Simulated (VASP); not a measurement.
Crystal: GaAs.

```
Ga As
1.0
     0.00000    2.87225    2.87225
     2.87225    0.00000    2.87225
     2.87225    2.87225    0.00000
Ga As
1 1
Direct
  0.00000 0.00000 0.00000
  0.25000 0.25000 0.25000
```

| Property | Result |
| --- | --- |
| Program | VASP 6.6.1 |
| Task | relaxation of cell and atoms |
| Functional | PBEsol |
| Potentials or basis | VASP PAW PBE potentials, release 64 (Ga_d, As) |
| Cutoff | 600 eV |
| k mesh | 8 × 8 × 8 |
| Occupations | fermi-dirac, width 0.02 eV |
| Spin | no spin polarisation |

At the start: pressure -2.7 GPa; volume 23.70 Å³/atom.

Question: Where does the relaxation end?

Answer: Over 3 steps the energy falls by 8.8 meV/atom and the volume is 22.69 Å³/atom (-4.2 %); space group F-43m (No. 216, to 0.05 Å).

The path:
| step | energy change (eV) | largest force (eV/Å) | pressure (GPa) | volume (Å³) |
| --- | --- | --- | --- | --- |
| 1 | 0.0000 | 0.0000 | -2.72 | 47.39 |
| 2 | -0.0153 | 0.0000 | 1.09 | 44.69 |
| 3 | -0.0177 | 0.0000 | 0.03 | 45.38 |

Final structure:
```yaml
crystal:
  lattice:
    - [0.00000, 2.83109, 2.83109]
    - [2.83109, 0.00000, 2.83109]
    - [2.83109, 2.83109, 0.00000]
  atoms:
    - { symbol: Ga, position: [0.00000, 0.00000, 0.00000] }
    - { symbol: As, position: [0.25000, 0.25000, 0.25000] }
```

Caveat: the PAW data sets were made with another functional, which shifts forces and pressure a little.
